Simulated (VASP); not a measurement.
# SiO2 (I-42d) in VASP: further runs

Runs on SiO2. Level: PBEsol. Tasks: electric field gradients.

All numbers are computed with VASP 6.6.1; they aren't measurements. Logs are shortened: lines on timing, memory, paths and dates and some standing lists are left out, and cuts for length are marked.

### Step 1. The cell of the first run

The structure is tetragonal, space group I-42d (No. 122). The conventional cell has a = 4.716 Å, b = 4.716 Å, c = 7.438 Å, α = 90.00°, β = 90.00°, γ = 90.00°. Si (site symmetry -4) has 4 O at 1.61 Å within 2.1 Å. Within 2.1 Å of O (site symmetry 2) lie 2 Si at 1.61 Å.

### Step 2. Electric field gradients, PBEsol (13.79 Å³/atom)

File INCAR:

```
ALGO = Normal
EDIFF = 1E-8
ENCUT = 520
GGA = PS
ISIF = 2
ISMEAR = -1
LASPH = T
LCHARG = F
LEFG = T
LREAL = F
LWAVE = F
NBANDS = 25
NELM = 60
PREC = Accurate
SIGMA = 0.03
```

File KPOINTS:

```
k-points
0
Gamma
  7 7 7
```

File POSCAR:

```
SiO2
1.0
   -2.3581162984      2.3581162984      3.7188717261
    2.3581162984     -2.3581162984      3.7188717261
    2.3581162984      2.3581162984     -3.7188717261
Si O
2 4
Direct
    0.0000000000      0.0000000000      0.0000000000
    0.7500000000      0.2500000000      0.5000000000
    0.9983800000      0.6250000000      0.8733800000
    0.3750000000      0.2483800000      0.3733800000
    0.7516200000      0.1250000000      0.1266200000
    0.8750000000      0.0016200000      0.6266200000
```

Potentials or basis: VASP PAW PBE potentials, release 64 (Si, O).

On the command line:

```sh
cat potpaw_PBE.64/Si/POTCAR potpaw_PBE.64/O/POTCAR > POTCAR
mpirun -np 1 vasp_std > vasp.out
```

OUTCAR:

```text
EDIFF = 1E-8
   ENCUT = 520
   GGA = PS
   ISIF = 2
   ISMEAR = -1
   LASPH = T
   LREAL = F
   NELM = 60
   PREC = Accurate

 ion  position               nearest neighbor table
   1  0.000  0.000  0.000-   3 1.61   4 1.61   5 1.61   6 1.61   2 3.00   2 3.00   2 3.00   2 3.00

   2  0.750  0.250  0.500-   3 1.61   4 1.61   5 1.61   6 1.61   1 3.00   1 3.00   1 3.00   1 3.00

   3  0.998  0.625  0.873-   1 1.61   2 1.61
   4  0.375  0.248  0.373-   1 1.61   2 1.61
   5  0.752  0.125  0.127-   1 1.61   2 1.61
   6  0.875  0.002  0.627-   1 1.61   2 1.61

  LATTYP: Found a body centered tetragonal cell.
 ALAT       =     4.7162325968
 C/A-ratio  =     1.5770518734

  Lattice vectors:

 A1 = (  -2.3581162984,   2.3581162984,   3.7188717261)
 A2 = (   2.3581162984,  -2.3581162984,   3.7188717261)
 A3 = (   2.3581162984,   2.3581162984,  -3.7188717261)

Analysis of symmetry for initial positions (statically):
=====================================================================
 Subroutine PRICEL returns:
 Original cell was already a primitive cell.

 Routine SETGRP: Setting up the symmetry group for a
 body centered tetragonal supercell.

 Subroutine GETGRP returns: Found  8 space group operations
 (whereof  4 operations were pure point group operations)
 out of a pool of 16 trial point group operations.

The static configuration has the point symmetry S_4 .
 The point group associated with its full space group is D_2d.

Analysis of symmetry for dynamics (positions and initial velocities):
=====================================================================
 Subroutine PRICEL returns:
 Original cell was already a primitive cell.

 Routine SETGRP: Setting up the symmetry group for a
 body centered tetragonal supercell.

 Subroutine GETGRP returns: Found  8 space group operations
 (whereof  4 operations were pure point group operations)
 out of a pool of 16 trial point group operations.

The dynamic configuration has the point symmetry S_4 .
 The point group associated with its full space group is D_2d.

 Subroutine INISYM returns: Found  8 space group operations
[... 158 lines left out ...]
 Fermi energy:         0.6194929970

 k-point     1 :       0.0000    0.0000    0.0000
  band No.  band energies     occupation
      1     -19.2143      2.00000
      2     -17.0096      2.00000
      3     -16.9881      2.00000
      4     -16.9881      2.00000
      5      -8.9305      2.00000
      6      -5.4112      2.00000
[... 661 lines left out ...]
     24      12.9810      0.00000
     25      13.2751      0.00000

 [... further k-points ...]

------------------------ aborting loop because EDIFF is reached ----------------------------------------

  FORCE on cell =-STRESS in cart. coord.  units (eV):
  Direction    XX          YY          ZZ          XY          YZ          ZX
  --------------------------------------------------------------------------------------
  -------------------------------------------------------------------------------------
  Total        3.0468077      3.0468077      2.1047935      0.0000000     -0.0000000      0.0000000
  in kB       59.0138575     59.0138575     40.7679101      0.0000000     -0.0000000      0.0000000
  external PRESSURE =      52.9318750 kB  Pullay stress =       0.0000000 kB

 VOLUME and BASIS-vectors are now :
 -----------------------------------------------------------------------------
  energy-cutoff  :      520.00
  volume of cell :       82.72
      direct lattice vectors                 reciprocal lattice vectors
    -2.358116298  2.358116298  3.718871726     0.000000000  0.212033648  0.134449381
     2.358116298 -2.358116298  3.718871726     0.212033648  0.000000000  0.134449381
     2.358116298  2.358116298 -3.718871726     0.212033648  0.212033648  0.000000000

 POSITION                                       TOTAL-FORCE (eV/Angst)
 -----------------------------------------------------------------------------------
      0.00000      0.00000      0.00000         0.000000      0.000000     -0.000000
      0.00000      2.35812      1.85944         0.000000      0.000000      0.000000
      1.17906      2.94001      2.78915         0.000000      0.296400      0.000000
      0.58189      1.17906      0.92972         0.296400      0.000000      0.000000
     -1.17906      1.77623      2.78915         0.000000     -0.296400      0.000000
     -0.58189      3.53717      0.92972        -0.296400      0.000000      0.000000
 -----------------------------------------------------------------------------------
    total drift:                                0.000001      0.000001      0.000002

  FREE ENERGIE OF THE ION-ELECTRON SYSTEM (eV)
  ---------------------------------------------------
  free  energy   TOTEN  =       -49.2593636047 eV

  energy  without entropy=      -49.2593636047  energy(sigma->0) =      -49.25936360

 Electric field gradients (V/A^2)
---------------------------------------------------------------------
 ion       V_xx      V_yy      V_zz      V_xy      V_xz      V_yz
---------------------------------------------------------------------
   1       2.861     2.861    -5.723    -0.000    -0.000    -0.000
   2       2.861     2.861    -5.723    -0.000    -0.000    -0.000
   3      26.345   -26.792     0.446     0.003    65.446     0.002
   4     -26.792    26.345     0.446     0.003     0.002    65.446
   5      26.345   -26.792     0.446     0.003   -65.440     0.002
   6     -26.792    26.345     0.446     0.003     0.002   -65.440
---------------------------------------------------------------------

 Electric field gradients after diagonalization (V/A^2)
 (convention: |V_zz| > |V_xx| > |V_yy|)
----------------------------------------------------------------------
 ion       V_xx      V_yy      V_zz     asymmetry (V_yy - V_xx)/ V_zz
----------------------------------------------------------------------
   1       2.862     2.861    -5.723       0.000
   2       2.862     2.861    -5.723       0.000
   3     -53.319   -26.792    80.110       0.331
   4     -53.319   -26.792    80.110       0.331
   5     -53.313   -26.792    80.105       0.331
   6     -53.313   -26.792    80.105       0.331
----------------------------------------------------------------------

           NMR quadrupolar parameters

 Cq : quadrupolar parameter    Cq=e*Q*V_zz/h
 eta: asymmetry parameters     (V_yy - V_xx)/ V_zz
 Q  : nuclear electric quadrupole moment in mb (millibarn)
----------------------------------------------------------------------
 ion       Cq(MHz)       eta       Q (mb)
----------------------------------------------------------------------
   1      -0.014       0.000       1.000
   2      -0.014       0.000       1.000
   3       0.194       0.331       1.000
   4       0.194       0.331       1.000
   5       0.194       0.331       1.000
   6       0.194       0.331       1.000
----------------------------------------------------------------------
```

stdout:

```text
POSCAR found type information on POSCAR SiO
 POSCAR found :  2 types and       6 ions
 scaLAPACK will be used
 -----------------------------------------------------------------------------
|                                                                             |
|                                                                             |
|     You enforced a specific xc type in the INCAR file but a different       |
|     I HOPE YOU KNOW WHAT YOU ARE DOING!                                     |
|                                                                             |
 -----------------------------------------------------------------------------

 LDA part: xc-table for (Slater+PW92), standard interpolation
 POSCAR, INCAR and KPOINTS ok, starting setup
 FFT: planning ... GRIDC
 FFT: planning ... GRID_SOFT
 FFT: planning ... GRID
 WAVECAR not read
 entering main loop
ion   1

ion   2

ion   3

ion   4

ion   5

ion   6
```

It took 3.5 min on 1 thread of Intel Xeon 8259CL, shared host; peak memory 0.26 GiB.

What came out:

```yaml
Free_energy: -49.2594 eV
Pressure: 5.3 GPa
Largest_force: 0.296 eV/Å
Band_gap_on_the_k_mesh: 6.10 eV
Largest_electric_field_gradient_by_atom: Si -5.7; O +80.1 V/Å²
```

Forces in eV/Å, atoms in the order of the input:
```
Si   0.000  0.000  0.000
Si   0.000  0.000  0.000
O    0.000  0.296  0.000
O    0.296  0.000  0.000
O    0.000 -0.296  0.000
O   -0.296  0.000  0.000
```

Electric field gradients, principal values (V/Å²):
```
atom    least   middle  greatest (by size)
1 Si    2.861    2.862              -5.723
2 Si    2.861    2.862              -5.723
 3 O  -26.792  -53.319              80.110
 4 O  -26.792  -53.319              80.110
 5 O  -26.792  -53.313              80.105
 6 O  -26.792  -53.313              80.105
```

Caveat: the cell stands under pressure; without QUAD_EFG the Cq values of the log hold for a quadrupole moment of 1 mb, not for the nuclei; the PAW data sets were made with another functional, which shifts forces and pressure a little. A k mesh can miss the band edges.

### Step 3. Electric field gradients, PBEsol (13.93 Å³/atom)

This run uses another cell than the first one, of 13.93 Å³/atom.

File INCAR:

```
PREC = Accurate
ENCUT = 520
EDIFF = 1E-8
ISMEAR = -1
SIGMA = 0.03
LREAL = F
LASPH = T
NELM = 100
ALGO = Normal
ISIF = 2
LWAVE = F
LCHARG = F
GGA = PS
LEFG = T
NBANDS = 25
```

File KPOINTS:

```
Automatic mesh
0
Gamma
  7 7 7
```

POSCAR, as its differences from that of step 2:

```diff
@@ -2,5 +2,5 @@
 1.0
-   -2.3581162984      2.3581162984      3.7188717261
-    2.3581162984     -2.3581162984      3.7188717261
-    2.3581162984      2.3581162984     -3.7188717261
+   -2.3661099741      2.3661099741      3.7314781673
+    2.3661099741     -2.3661099741      3.7314781673
+    2.3661099741      2.3661099741     -3.7314781673
 Si O
```

Potentials or basis: VASP PAW PBE potentials, release 64 (Si, O).

On the command line:

```sh
cat potpaw_PBE.64/Si/POTCAR potpaw_PBE.64/O/POTCAR > POTCAR
mpirun -np 1 vasp_std > vasp.out
```

OUTCAR:

```text
PREC = Accurate
   ENCUT = 520
   EDIFF = 1E-8
   ISMEAR = -1
   LREAL = F
   LASPH = T
   NELM = 100
   ISIF = 2
   GGA = PS

 ion  position               nearest neighbor table
   1  0.000  0.000  0.000-   3 1.62   5 1.62   4 1.62   6 1.62   2 3.01   2 3.01   2 3.01   2 3.01

   2  0.750  0.250  0.500-   4 1.62   6 1.62   5 1.62   3 1.62   1 3.01   1 3.01   1 3.01   1 3.01

   3  0.998  0.625  0.873-   1 1.62   2 1.62
   4  0.375  0.248  0.373-   2 1.62   1 1.62
   5  0.752  0.125  0.127-   1 1.62   2 1.62
   6  0.875  0.002  0.627-   2 1.62   1 1.62

  LATTYP: Found a body centered tetragonal cell.
 ALAT       =     4.7322199482
 C/A-ratio  =     1.5770518734

  Lattice vectors:

 A1 = (  -2.3661099741,   2.3661099741,   3.7314781673)
 A2 = (   2.3661099741,  -2.3661099741,   3.7314781673)
 A3 = (   2.3661099741,   2.3661099741,  -3.7314781673)

Analysis of symmetry for initial positions (statically):
[... 890 lines left out ...]
     -0.58386      3.54916      0.93287        -0.158648      0.000000      0.000000
 -----------------------------------------------------------------------------------
    total drift:                                0.000002      0.000002      0.000002

  FREE ENERGIE OF THE ION-ELECTRON SYSTEM (eV)
  ---------------------------------------------------
  free  energy   TOTEN  =       -49.2833861899 eV

  energy  without entropy=      -49.2833861899  energy(sigma->0) =      -49.28338619

 Electric field gradients (V/A^2)
---------------------------------------------------------------------
 ion       V_xx      V_yy      V_zz      V_xy      V_xz      V_yz
---------------------------------------------------------------------
   1       2.886     2.885    -5.771    -0.000    -0.000    -0.000
   2       2.885     2.886    -5.771    -0.000    -0.000    -0.000
   3      26.844   -27.238     0.394     0.003    66.844     0.002
   4     -27.238    26.844     0.394     0.003     0.002    66.844
   5      26.844   -27.238     0.394     0.003   -66.839     0.002
   6     -27.238    26.844     0.394     0.003     0.002   -66.839
---------------------------------------------------------------------

 Electric field gradients after diagonalization (V/A^2)
 (convention: |V_zz| > |V_xx| > |V_yy|)
----------------------------------------------------------------------
 ion       V_xx      V_yy      V_zz     asymmetry (V_yy - V_xx)/ V_zz
----------------------------------------------------------------------
   1       2.886     2.885    -5.771       0.000
   2       2.886     2.885    -5.771       0.000
   3     -54.521   -27.238    81.759       0.334
   4     -54.521   -27.238    81.759       0.334
   5     -54.516   -27.238    81.754       0.334
   6     -54.516   -27.238    81.754       0.334
----------------------------------------------------------------------

           NMR quadrupolar parameters

 Cq : quadrupolar parameter    Cq=e*Q*V_zz/h
 eta: asymmetry parameters     (V_yy - V_xx)/ V_zz
 Q  : nuclear electric quadrupole moment in mb (millibarn)
----------------------------------------------------------------------
 ion       Cq(MHz)       eta       Q (mb)
----------------------------------------------------------------------
   1      -0.014       0.000       1.000
   2      -0.014       0.000       1.000
   3       0.198       0.334       1.000
   4       0.198       0.334       1.000
   5       0.198       0.334       1.000
   6       0.198       0.334       1.000
----------------------------------------------------------------------
```

OSZICAR:

```text
N       E                     dE             d eps       ncg     rms          rms(c)
DAV:   1     0.167900968329E+03    0.16790E+03   -0.16206E+04  2008   0.115E+03
DAV:   2    -0.439465978666E+02   -0.21185E+03   -0.20381E+03  2684   0.273E+02
DAV:   3    -0.550092898388E+02   -0.11063E+02   -0.11015E+02  2675   0.638E+01
DAV:   4    -0.551133115191E+02   -0.10402E+00   -0.10398E+00  2416   0.705E+00
DAV:   5    -0.551145625491E+02   -0.12510E-02   -0.12508E-02  2673   0.761E-01    0.203E+01
DAV:   6    -0.493451026434E+02    0.57695E+01   -0.17718E+01  2460   0.266E+01    0.104E+01
DAV:   7    -0.493024113627E+02    0.42691E-01   -0.61204E-01  2517   0.431E+00    0.365E+00
DAV:   8    -0.492783400660E+02    0.24071E-01   -0.35459E-02  2565   0.158E+00    0.131E+00
DAV:   9    -0.492816046595E+02   -0.32646E-02   -0.15436E-02  2207   0.933E-01    0.268E-01
DAV:  10    -0.492833148306E+02   -0.17102E-02   -0.21929E-03  2457   0.271E-01    0.782E-02
DAV:  11    -0.492833803285E+02   -0.65498E-04   -0.52719E-04  2527   0.159E-01    0.235E-02
DAV:  12    -0.492833828277E+02   -0.24992E-05   -0.34804E-05  2452   0.387E-02    0.128E-02
DAV:  13    -0.492833858723E+02   -0.30446E-05   -0.54129E-06  2422   0.145E-02    0.412E-03
DAV:  14    -0.492833861727E+02   -0.30046E-06   -0.31619E-07  2516   0.367E-03    0.124E-03
DAV:  15    -0.492833861905E+02   -0.17757E-07   -0.36729E-08  2176   0.118E-03    0.558E-04
DAV:  16    -0.492833861899E+02    0.61345E-09   -0.43153E-09  1940   0.447E-04
   1 F= -.49283386E+02 E0= -.49283386E+02  d E =-.158334E-10
```

stdout:

```text
POSCAR found type information on POSCAR SiO
 POSCAR found :  2 types and       6 ions
 scaLAPACK will be used
 -----------------------------------------------------------------------------
|                                                                             |
|                                                                             |
|     You enforced a specific xc type in the INCAR file but a different       |
|     I HOPE YOU KNOW WHAT YOU ARE DOING!                                     |
|                                                                             |
 -----------------------------------------------------------------------------

 LDA part: xc-table for (Slater+PW92), standard interpolation
 POSCAR, INCAR and KPOINTS ok, starting setup
 FFT: planning ... GRIDC
 FFT: planning ... GRID_SOFT
 FFT: planning ... GRID
 WAVECAR not read
 entering main loop
ion   1

ion   2

ion   3

ion   4

ion   5

ion   6
```

Wall time 4 min (1 thread of Intel Xeon 8259CL, shared host); peak memory 0.26 GiB.

What came out:

```
Free energy                             : -49.2834 eV
Pressure                                : 3.4 GPa
Largest force                           : 0.159 eV/Å
Band gap on the k mesh                  : 6.04 eV
Largest electric field gradient by atom : Si -5.8; O +81.8 V/Å²
```

Forces in eV/Å, atoms in the order of the input:
```
Si   0.000  0.000  0.000
Si   0.000  0.000  0.000
O    0.000  0.159  0.000
O    0.159  0.000  0.000
O    0.000 -0.159  0.000
O   -0.159  0.000  0.000
```

Stress tensor (GPa, compression positive):
```
4.05 0.00 0.00
0.00 4.05 0.00
0.00 0.00 2.17
```

Electric field gradients, principal values (V/Å²):
| atom | least | middle | greatest (by size) |
| --- | --- | --- | --- |
| 1 Si | 2.885 | 2.886 | -5.771 |
| 2 Si | 2.885 | 2.886 | -5.771 |
| 3 O | -27.238 | -54.521 | 81.759 |
| 4 O | -27.238 | -54.521 | 81.759 |
| 5 O | -27.238 | -54.516 | 81.754 |
| 6 O | -27.238 | -54.516 | 81.754 |

Caveat: the cell stands under pressure; without QUAD_EFG the Cq values of the log hold for a quadrupole moment of 1 mb, not for the nuclei; the PAW data sets were made with another functional, which shifts forces and pressure a little.

(Part 1 of 3 ends here.)
